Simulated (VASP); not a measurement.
Set up this calculation in VASP 6.6.1, as the native input.

| Quantity | Value |
| --- | --- |
| Task | relaxation of cell and atoms |
| Functional | PBE |
| Dispersion | D3(BJ) |
| Potentials or basis | VASP PAW PBE potentials, release 64 (S) |
| Cutoff | 600 eV |
| k mesh | 6 × 6 × 6 |
| Occupations | gaussian, width 0.02 eV |
| Spin | no spin polarisation |
| Dipole correction | no |
| Further INCAR settings | ALGO = Normal; EDIFF = 1e-06; IBRION = 2; EDIFFG = -0.02; NSW = 90; ISIF = 3 |

The structure of S lies in POSCAR:

```
S
1.0
    7.4637949957      0.0000000000      0.0000000000
   -3.7318974978      6.4638360749      0.0000000000
    0.0000000000      0.0000000000      4.3793750546
S
9
Direct
    0.1149309629      0.1149309629      0.5000000000
    0.4570365351      0.6906549535      0.7373844420
    0.6906549535      0.4570365351      0.2626155580
    0.8850690371      0.0000000000      0.1666666667
    0.2336184184      0.5429634649      0.0707177753
    0.3093450465      0.7663815816      0.4040511087
    0.5429634649      0.2336184184      0.9292822247
    0.7663815816      0.3093450465      0.5959488913
    0.0000000000      0.8850690371      0.8333333333
```

One way to write it, as run:

INCAR

```
SYSTEM = S
PREC     = Accurate       ! precision mode
ENCUT    = 600            ! plane-wave cutoff, eV
EDIFF    = 1E-6           ! SCF threshold, eV
ISMEAR   = 0              ! smearing method
SIGMA    = 0.02           ! smearing width, eV
LREAL    = .False.        ! projectors in reciprocal space
LASPH    = .True.         ! aspherical terms in the spheres
NELM     = 80             ! most SCF steps
ALGO     = Normal         ! electronic algorithm
ISIF     = 3              ! what is computed and relaxed
LWAVE    = .False.        ! write WAVECAR
LCHARG   = .False.        ! write CHGCAR
GGA      = PE             ! functional
IVDW     = 12             ! dispersion correction
IBRION   = 2              ! ionic algorithm
NSW      = 90             ! ionic steps
EDIFFG   = -0.02          ! ionic threshold
```

KPOINTS

```
Automatic mesh
0
Gamma
  6 6 6
  0 0 0
```

Potentials or basis: VASP PAW PBE potentials, release 64 (S).

Command:

```sh
$ cat potpaw_PBE.64/S/POTCAR > POTCAR
$ mpirun -np 1 vasp_std > vasp.out
```

It gave:

```yaml
Relaxed_volume: 23.36 Å³/atom
Relaxed_cell: a = 7.455 Å, b = 7.455 Å, c = 4.369 Å, α = 90.00°, β = 90.00°, γ = 120.00°
Space_group_after_relaxing_to_0.1_Å: P3_221 (No. 154)
Energy_gained_by_relaxing: 0.4 meV/atom
Ionic_steps: 3
Pressure_after_relaxing: 0.0 GPa
Largest_force_after_relaxing: 0.012 eV/Å
Band_gap_on_the_k_mesh: 1.88 eV (least direct gap 2.02 eV)
Dispersion_energy_per_atom: -0.252 eV
```

Run time: 14 min on 1 thread of Intel Xeon 8259CL, with other jobs on the host, peak memory 0.46 GiB.
